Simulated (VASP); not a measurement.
Mg3ZrN2:

```
Mg Zr N
1.0
    -2.65015    2.65015    3.67464
     2.65015   -2.65015    3.67464
     2.65015    2.65015   -3.67464
Mg Zr N
3 1 2
Direct
  0.75000 0.25000 0.50000
  0.25000 0.75000 0.50000
  0.50000 0.50000 0.00000
  0.00000 0.00000 0.00000
  0.50000 0.00000 0.50000
  0.00000 0.50000 0.50000
```

| Property | Result |
| --- | --- |
| Program | VASP 6.6.1 |
| Task | relaxation of cell and atoms |
| Functional | PBE |
| Potentials or basis | VASP PAW PBE potentials, release 64 (Mg, Zr_sv, N) |
| Cutoff | 600 eV |
| k mesh | 4 × 4 × 4 |
| Occupations | gaussian, width 0.1 eV |
| Spin | no spin polarisation |

At the start: pressure -1.3 GPa; volume 17.21 Å³/atom.

Problem. How do energy, volume and symmetry change on relaxing?

Solution. Over 10 steps the energy falls by 709.0 meV/atom and the volume is 14.73 Å³/atom (-14.4 %); space group I4/mmm (No. 139, to 0.05 Å).

The path:
```csv
step,energy change (eV),largest force (eV/Å),pressure (GPa),volume (Å³)
1,0.0000,0.0000,-1.27,103.23
2,-3.4021,0.0000,-11.44,99.02
3,-4.0146,0.0000,-8.69,96.03
4,-3.3115,0.0000,12.31,88.28
5,-4.1157,0.0000,-6.67,94.84
6,-4.1387,0.0000,-5.58,94.29
7,-4.1467,0.0000,5.56,86.02
8,-4.2184,0.0000,-0.36,89.91
9,-4.2434,0.0000,-0.18,89.15
10,-4.2539,0.0000,0.16,88.37
```

Final structure:
```
Mg Zr N
1.0
    -2.22020    2.22020    4.48203
     2.22020   -2.22020    4.48203
     2.22020    2.22020   -4.48203
Mg Zr N
3 1 2
Direct
  0.75000 0.25000 0.50000
  0.25000 0.75000 0.50000
  0.50000 0.50000 0.00000
  0.00000 0.00000 0.00000
  0.50000 0.00000 0.50000
  0.00000 0.50000 0.50000
```

Caveat: the k points lie up to 0.50 Å⁻¹ apart in the final cell.
